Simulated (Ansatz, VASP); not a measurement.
**CsSi3: VASP beside Ansatz**

```
Cs Si
1.0
     4.01086    0.00000    0.00000
    -2.00543    3.47351    0.00000
     0.00000    0.00000    7.73069
Cs Si
1 3
Direct
  0.00000 0.00000 0.50000
  0.00000 0.00000 0.00000
  0.33333 0.66667 0.11864
  0.66667 0.33333 0.88136
```

Alike in both runs: functional PBE; k mesh 6 × 6 × 2; occupations gaussian, width 0.1 eV; no spin polarisation.

Ansatz relaxed the structure, and its values are those at the end. VASP's run is a single point on that final structure, the one shown.

```csv
,VASP,Ansatz
version,VASP 6.6.1,Ansatz 0.2.0
potentials or method,"VASP PAW PBE potentials, release 64 (Cs_sv, Si), cutoff 520 eV","scalar-relativistic, plane waves, PAW"
valence electrons in the cell,21,21
```

VASP gave:

- gap on the k mesh at the Fermi level (eV): none
- pressure (GPa): 0.3
- rms of the force components (eV/Å): 0.001

Estimate Ansatz's values.

gap on the k mesh at the Fermi level (eV): none; pressure (GPa): 0.3; rms of the force components (eV/Å): 0.004.

A gap of «none» marks a metal or a gap that the smearing closes. The functional is the same, so the differences come from potentials, cutoffs and numerics.

The k mesh is coarse, so the values compare programs but aren't converged. Spin-orbit coupling is off throughout.
